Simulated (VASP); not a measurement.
# RbBr (Pm-3m) in VASP: elastic constants with PBEsol

Aim: the elastic constants of RbBr with PBEsol.

Program: VASP 6.6.1. These are calculated values, not measurements. Logs are shortened: lines on timing, memory, paths and dates and some standing lists are left out, and cuts for length are marked.

**1. The cell of the first run**

Symmetry: Pm-3m, No. 221, cubic system. The conventional cell has a = 4.070 Å, b = 4.070 Å, c = 4.070 Å, α = 90.00°, β = 90.00°, γ = 90.00°. Within 4.6 Å of Rb (site symmetry m-3m) lie 8 Br at 3.52 Å and 6 Rb at 4.07 Å. Br (site symmetry m-3m) has 8 Rb at 3.52 Å and 6 Br at 4.07 Å within 4.6 Å.

**2. Elastic constants, PBEsol**

The input, INCAR:

```
SYSTEM = RbBr
ALGO = Normal ; EDIFF = 1E-8
ENCUT = 600 ; GGA = PS
IBRION = 6 ; ISIF = 3
ISMEAR = 0 ; LASPH = .True.
LCHARG = .False. ; LREAL = .False.
LWAVE = .False. ; NELM = 60
NFREE = 2 ; NSW = 1
POTIM = 0.015 ; PREC = Accurate
SIGMA = 0.01
```

The input, KPOINTS:

```
k-points
0
Gamma
  6 6 6
  0 0 0
```

The input, POSCAR:

```
RbBr
1.0
    4.0700875059      0.0000000000      0.0000000000
    0.0000000000      4.0700875059      0.0000000000
    0.0000000000      0.0000000000      4.0700875059
Rb Br
1 1
Direct
    0.0000000000      0.0000000000      0.0000000000
    0.5000000000      0.5000000000      0.5000000000
```

Potentials or basis: VASP PAW PBE potentials, release 64 (Rb_sv, Br).

Launch:

```sh
$ cat potpaw_PBE.64/Rb_sv/POTCAR potpaw_PBE.64/Br/POTCAR > POTCAR
$ mpirun -np 1 vasp_std > vasp.out
```

OUTCAR:

```text
SYSTEM = RbBr
   EDIFF = 1E-8
   ENCUT = 600
   GGA = PS
   IBRION = 6
   ISIF = 3
   ISMEAR = 0
   LASPH = .True.
   LREAL = .False.
   NELM = 60
   NFREE = 2
   NSW = 1
   POTIM = 0.015
   PREC = Accurate

 ion  position               nearest neighbor table
   1  0.000  0.000  0.000-   2 3.52   2 3.52   2 3.52   2 3.52   2 3.52   2 3.52   2 3.52   2 3.52

   2  0.500  0.500  0.500-   1 3.52   1 3.52   1 3.52   1 3.52   1 3.52   1 3.52   1 3.52   1 3.52

  LATTYP: Found a simple cubic cell.
 ALAT       =     4.0700875059

  Lattice vectors:

 A1 = (   4.0700875059,   0.0000000000,   0.0000000000)
 A2 = (   0.0000000000,   4.0700875059,   0.0000000000)
 A3 = (   0.0000000000,   0.0000000000,   4.0700875059)

Analysis of symmetry for initial positions (statically):
=====================================================================
 Subroutine PRICEL returns:
 Original cell was already a primitive cell.

 Routine SETGRP: Setting up the symmetry group for a
 simple cubic supercell.

 Subroutine GETGRP returns: Found 48 space group operations
 (whereof 48 operations were pure point group operations)
 out of a pool of 48 trial point group operations.

The static configuration has the point symmetry O_h .

Analysis of symmetry for dynamics (positions and initial velocities):
=====================================================================
 Subroutine PRICEL returns:
 Original cell was already a primitive cell.

 Routine SETGRP: Setting up the symmetry group for a
 simple cubic supercell.

 Subroutine GETGRP returns: Found 48 space group operations
 (whereof 48 operations were pure point group operations)
 out of a pool of 48 trial point group operations.

The dynamic configuration has the point symmetry O_h .

 Subroutine INISYM returns: Found 48 space group operations
 (whereof 48 operations are pure point group operations),
[... 689 lines left out ...]
      3      -9.6193      2.00000
      4      -9.5193      2.00000
      5      -9.4986      2.00000
      6      -1.3927      2.00000
      7      -1.0440      2.00000
      8      -0.7516      2.00000
      9       4.6654      0.00000
     10       5.4304      0.00000
     11       5.8870      0.00000
     12       8.7220      0.00000

 [... further k-points ...]

------------------------ aborting loop because EDIFF is reached ----------------------------------------

  FORCE on cell =-STRESS in cart. coord.  units (eV):
  Direction    XX          YY          ZZ          XY          YZ          ZX
  --------------------------------------------------------------------------------------
  -------------------------------------------------------------------------------------
  Total        0.0374366      0.0377822      0.0377822      0.0000000      0.0000000      0.0000000
  in kB        0.8896025      0.8978147      0.8978147      0.0000000      0.0000000      0.0000000
  external PRESSURE =       0.8950773 kB  Pullay stress =       0.0000000 kB
[... 17 lines left out ...]
  FREE ENERGIE OF THE ION-ELECTRON SYSTEM (eV)
  ---------------------------------------------------
  free  energy   TOTEN  =        -6.3009164881 eV

  energy  without entropy=       -6.3009164881  energy(sigma->0) =       -6.30091649

 INTERNAL STRAIN TENSORS FROM STRAINED CELLS
 ============================================

 INTERNAL STRAIN TENSOR FOR ION    1 for displacements in x,y,z  (eV/Angst):
          X           Y           Z          XY          YZ          ZX
  --------------------------------------------------------------------------------
  x     0.00000     0.00000     0.00000     0.00000     0.00000     0.00000
  y     0.00000     0.00000     0.00000     0.00000     0.00000     0.00000
  z     0.00000     0.00000     0.00000     0.00000     0.00000     0.00000

 INTERNAL STRAIN TENSORS FROM DISPLACED ATOMS
 ============================================

 INTERNAL STRAIN TENSOR FOR ION    1 for displacements in x,y,z  (eV/Angst):
          X           Y           Z          XY          YZ          ZX
  --------------------------------------------------------------------------------
  x     0.00000     0.00000     0.00000     0.00000     0.00000     0.00000
  y     0.00000     0.00000     0.00000     0.00000     0.00000     0.00000
  z     0.00000     0.00000     0.00000     0.00000     0.00000     0.00000

 INTERNAL STRAIN TENSOR FOR ION    2 for displacements in x,y,z  (eV/Angst):
          X           Y           Z          XY          YZ          ZX
  --------------------------------------------------------------------------------
  x     0.00000     0.00000     0.00000     0.00000     0.00000     0.00000
  y     0.00000     0.00000     0.00000     0.00000     0.00000     0.00000
  z     0.00000     0.00000     0.00000     0.00000     0.00000     0.00000

 Eigenvectors and eigenvalues of the dynamical matrix
 ----------------------------------------------------

   1 f  =    2.273647 THz    14.285746 2PiTHz   75.840706 cm-1     9.403045 meV
             X         Y         Z           dx          dy          dz
      0.000000  0.000000  0.000000    -0.000000    0.695931   -0.000000
      2.035044  2.035044  2.035044     0.000000   -0.718109   -0.000000
[... 21 lines left out ...]
   6 f/i=    0.002600 THz     0.016333 2PiTHz    0.086710 cm-1     0.010751 meV
             X         Y         Z           dx          dy          dz
      0.000000  0.000000  0.000000     0.478327    0.481993   -0.233593
      2.035044  2.035044  2.035044     0.463555    0.467108   -0.226379

--------------------------------------------------------------------------------------------------------

 ELASTIC MODULI CONTR FROM IONIC RELAXATION (kBar)
 Direction    XX          YY          ZZ          XY          YZ          ZX
 --------------------------------------------------------------------------------
 XX           0.0000      0.0000      0.0000      0.0000      0.0000      0.0000
 YY           0.0000      0.0000      0.0000      0.0000      0.0000      0.0000
 ZZ           0.0000      0.0000      0.0000      0.0000      0.0000      0.0000
 XY           0.0000      0.0000      0.0000      0.0000      0.0000      0.0000
 YZ           0.0000      0.0000      0.0000      0.0000      0.0000      0.0000
 ZX           0.0000      0.0000      0.0000      0.0000      0.0000      0.0000
 --------------------------------------------------------------------------------

 TOTAL ELASTIC MODULI (kBar)
 Direction    XX          YY          ZZ          XY          YZ          ZX
 --------------------------------------------------------------------------------
 XX         376.9079     72.4212     72.4212     -0.0000     -0.0000      0.0000
 YY          72.4212    376.9079     72.4212     -0.0000     -0.0000     -0.0000
 ZZ          72.4212     72.4212    376.9079     -0.0000      0.0000      0.0000
 XY          -0.0000     -0.0000     -0.0000     75.2811      0.0000      0.0000
 YZ          -0.0000     -0.0000      0.0000      0.0000     75.2811      0.0000
 ZX           0.0000     -0.0000      0.0000      0.0000      0.0000     75.2811
 --------------------------------------------------------------------------------
```

stdout:

```text
POSCAR found type information on POSCAR RbBr
 POSCAR found :  2 types and       2 ions
 scaLAPACK will be used
 -----------------------------------------------------------------------------
|                                                                             |
|                                                                             |
|     You enforced a specific xc type in the INCAR file but a different       |
|     I HOPE YOU KNOW WHAT YOU ARE DOING!                                     |
|                                                                             |
[... 33 lines left out ...]
 Finite differences progress:
 bond charge predicted
 Finite differences progress:
 bond charge predicted
 Finite differences progress:
 bond charge predicted
 Finite differences progress:
 bond charge predicted
 Finite differences progress:
 bond charge predicted
 Finite differences progress:
```

Wall time 6.7 min (1 thread of AMD EPYC 9R45 (Zen 5), shared host); peak memory 0.28 GiB.

What came out:

```yaml
Elastic_constants_C11_C12_C44: 38, 7, 8 GPa
Voigt_bulk_modulus: 17 GPa
Highest_phonon_frequency_at_Γ_LO-TO_splitting_left_out: 76 cm⁻¹
```

Phonon frequencies in cm⁻¹ (negative: imaginary):
| q point | frequencies |
| --- | --- |
| (0.000, 0.000, 0.000) | 0 0 0 76 76 76 |

Elastic tensor in Voigt notation (GPa, in the Cartesian axes of the cell as first typed):
```
38  7  7  0  0  0
 7 38  7  0  0  0
 7  7 38  0  0  0
 0  0  0  8  0  0
 0  0  0  0  8  0
 0  0  0  0  0  8
```

Clamped-ion elastic tensor (GPa):
```
38  7  7  0  0  0
 7 38  7  0  0  0
 7  7 38  0  0  0
 0  0  0  8  0  0
 0  0  0  0  8  0
 0  0  0  0  0  8
```

Caveat: the PAW data sets were made with another functional, which shifts forces and pressure a little.
